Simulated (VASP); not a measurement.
A run of VASP 6.6.1 is set up as follows.

The input INCAR:

```
SYSTEM = BaSbPt
ALGO = Normal ; EDIFF = 1E-8
ENCUT = 520 ; GGA = PS
IBRION = 8 ; ISIF = 2
ISMEAR = 1 ; LASPH = .True.
LCHARG = .True. ; LREAL = .False.
LWAVE = .False. ; NBANDS = 20
NELM = 100 ; NSW = 1
PREC = Accurate ; SIGMA = 0.2
```

KPOINTS

```
k-points
0
Gamma
  8 8 8
  0 0 0
```

Contents of POSCAR:

```
BaSbPt
1.0
    4.5375080278      0.0000000000      0.0000000000
   -2.2687540139      3.9295972220      0.0000000000
    0.0000000000      0.0000000000      4.8457019313
Ba Pt Sb
1 1 1
Direct
    0.0000000000      0.0000000000      0.0000000000
    0.3333333333      0.6666666667      0.5000000000
    0.6666666667      0.3333333333      0.5000000000
```

Potentials or basis: VASP PAW PBE potentials, release 64 (Ba_sv, Pt, Sb).

Launch:

```console
$ cat potpaw_PBE.64/Ba_sv/POTCAR potpaw_PBE.64/Pt/POTCAR potpaw_PBE.64/Sb/POTCAR > POTCAR
$ mpirun -np 1 vasp_std > vasp.out
```

Estimate the highest phonon frequency at Γ.

183 cm⁻¹.

Phonon frequencies in cm⁻¹ (negative: imaginary):
```
              q point                 frequencies
(0.000, 0.000, 0.000)  0 0 0 60 80 80 115 183 183
```
